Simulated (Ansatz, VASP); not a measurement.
**Two plane-wave programs on Ag**

Contents of INCAR:

```
SYSTEM = Ag
  ALGO = Fast
  EDIFF = 1E-7
  ENCUT = 520
  GGA = PS
  ISIF = 2
  ISMEAR = 0
  LASPH = .True.
  LCHARG = .False.
  LREAL = .False.
  LWAVE = .False.
  NBANDS = 30
  NELM = 60
  PREC = Accurate
  SIGMA = 0.15
```

File KPOINTS:

```
k-points
0
Gamma
  18 18 6
  0 0 0
```

The input POSCAR:

```
Ag
1.0
    2.9570817686      0.0000000000      0.0000000000
   -1.4785408843      2.5609079327      0.0000000000
    0.0000000000      0.0000000000      9.1979880009
Ag
4
Direct
    0.3333333333      0.6666666667      0.2500000000
    0.6666666667      0.3333333333      0.7500000000
    0.0000000000      0.0000000000      0.0000000000
    0.0000000000      0.0000000000      0.5000000000
```

Input for Ansatz:

```yaml
crystal:
  lattice:
    - [2.9570817686, 0.0, 0.0]
    - [-1.4785408843, 2.5609079327, 0.0]
    - [0.0, 0.0, 9.1979880009]
  atoms:
    - { symbol: Ag, position: [0.3333333333, 0.6666666667, 0.25] }
    - { symbol: Ag, position: [0.6666666667, 0.3333333333, 0.75] }
    - { symbol: Ag, position: [0.0, 0.0, 0.0] }
    - { symbol: Ag, position: [0.0, 0.0, 0.5] }
basis:
  ecutwfc: 420
kpoints:
  mp_grid: { grid: [18, 18, 6] }
hamiltonian:
  xc: pbesol
scf:
  occupations: { method: gaussian, width: 0.15 }
output:
  forces: true
  stress: true
  eigenvalues: true
  write_density: true
  write_potential: true
  elf: true
  volumetric_format: npy
```

Change from the starting cell: strain +0.030 along x and y, -0.015 along z, atoms carried along.

Alike in both runs: task single point; functional PBEsol; k mesh 18 × 18 × 6; occupations gaussian, width 0.15 eV; no spin polarisation.

|  | VASP | Ansatz |
| --- | --- | --- |
| version | VASP 6.6.1 | Ansatz 0.2.0 |
| potentials or method | VASP PAW PBE potentials, release 64 (Ag), cutoff 520 eV | scalar-relativistic, plane waves, PAW |
| valence electrons in the cell | 44 | 76 |

|  | VASP | Ansatz | Ansatz less VASP |
| --- | --- | --- | --- |
| gap on the k mesh at the Fermi level (eV) | none | none | - |
| pressure (GPa) | -4.4 | -4.3 | +0.17 |
| traceless stress, the component that is largest in VASP (GPa) | 2.84 | 2.86 | +0.021 |

VASP's potentials were made for PBE, not for PBEsol. A gap of «none» marks a metal or a gap that the smearing closes. VASP's potentials hold 44 valence electrons a cell and Ansatz's 76, so a difference there can come from the potentials and not from the codes.
